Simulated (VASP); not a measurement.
A run of VASP 6.6.1 is set up as follows.

File INCAR:

```
SYSTEM = Sr3Zn
ALGO = Normal ; EDIFF = 1E-7
ENCUT = 520 ; GGA = PE
ISIF = 2 ; ISMEAR = 0
LASPH = .TRUE. ; LCHARG = .FALSE.
LREAL = .FALSE. ; LWAVE = .FALSE.
NBANDS = 29 ; NELM = 80
PREC = Accurate ; SIGMA = 0.1
```

The input KPOINTS:

```
k-points
0
G
  4 4 4
  0 0 0
```

File POSCAR:

```
Sr3Zn
1.0
    5.4799420000      0.0000000000      0.0000000000
    0.0000000000      5.4799420000      0.0000000000
    0.0000000000      0.0000000000      5.4799420000
Sr Zn
3 1
Direct
    0.5000000000      0.0000000000      0.5000000000
    0.5000000000      0.5000000000      0.0000000000
    0.0000000000      0.5000000000      0.5000000000
    0.0000000000      0.0000000000      0.0000000000
```

Potentials or basis: VASP PAW PBE potentials, release 64 (Sr_sv, Zn).

Run with:

```sh
$ cat potpaw_PBE.64/Sr_sv/POTCAR potpaw_PBE.64/Zn/POTCAR > POTCAR
$ mpirun -np 1 vasp_std > vasp.out
```

Q: Predict the pressure.

A: 0.0 GPa.

Q: What does it give for the band gap on the k mesh?

A: Zero (bands 21 and 22 overlap by 0.52 eV).
